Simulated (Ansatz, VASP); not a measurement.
**Pd: VASP beside Ansatz**

Contents of INCAR:

```
SYSTEM = Pd
  PREC = Accurate
  ENCUT = 520
  EDIFF = 1E-6
  ISMEAR = -1
  SIGMA = 0.05
  LREAL = .False.
  LASPH = .True.
  NELM = 150
  ALGO = Normal
  ISIF = 2
  LWAVE = .False.
  LCHARG = .False.
  ISPIN = 2
  MAGMOM = 0.5 -0.5
  LORBIT = 11
  LMAXMIX = 4
  GGA = PS
  NBANDS = 21
```

File KPOINTS:

```
Automatic mesh
0
Gamma
  12 12 12
  0 0 0
```

File POSCAR:

```
Pd
1.0
    0.0000000000      2.5643398822      2.5643398822
    2.5643398822      0.0000000000      2.5643398822
    2.5643398822      2.5643398822      0.0000000000
Pd
2
Direct
    0.0000000000      0.0000000000      0.0000000000
    0.5000000000      0.5000000000      0.5000000000
```

Input for Ansatz:

```yaml
crystal:
  lattice:
    - [0.0, 2.5643398822, 2.5643398822]
    - [2.5643398822, 0.0, 2.5643398822]
    - [2.5643398822, 2.5643398822, 0.0]
  atoms:
    - { symbol: Pd, position: [0.0, 0.0, 0.0], spin: 0.5 }
    - { symbol: Pd, position: [0.5, 0.5, 0.5], spin: -0.5 }
hamiltonian:
  xc: pbesol
  pseudopotentials:
    kind: paw
    azcp:
      Pd: "pseudopotentials/Pd.paw.azcp"
basis:
  ecutwfc: 420
  fft_grid_basis: typed
kpoints:
  mp_grid: { grid: [12, 12, 12], shift: [0, 0, 0] }
magnetization:
  spin_polarized: true
scf:
  occupations: { method: fermi_dirac, width: 0.05 }
  lower_state_search: "off"
output:
  stress: true
```

Alike in both runs: task single point; functional PBEsol; k mesh 12 × 12 × 12; occupations fermi-dirac, width 0.05 eV; collinear spin.

|  | VASP | Ansatz |
| --- | --- | --- |
| version | VASP 6.6.1 | Ansatz 0.2.0 |
| potentials or method | VASP PAW PBE potentials, release 64 (Pd), cutoff 520 eV | plane waves (420 eV) with PAW, scalar-relativistic |
| valence electrons in the cell | 20 | 36 |

```csv
,VASP,Ansatz,Ansatz less VASP
pressure (GPa),-0.2,0.2,+0.41
net moment per atom (μB),0.00,0.00,0.000
```

VASP's potentials were made for PBE, not for PBEsol, and Ansatz warns of the same on its side. VASP's potentials hold 20 valence electrons a cell and Ansatz's 36, so a difference there can come from the potentials and not from the codes. Ansatz's warnings: seeded moment not kept.
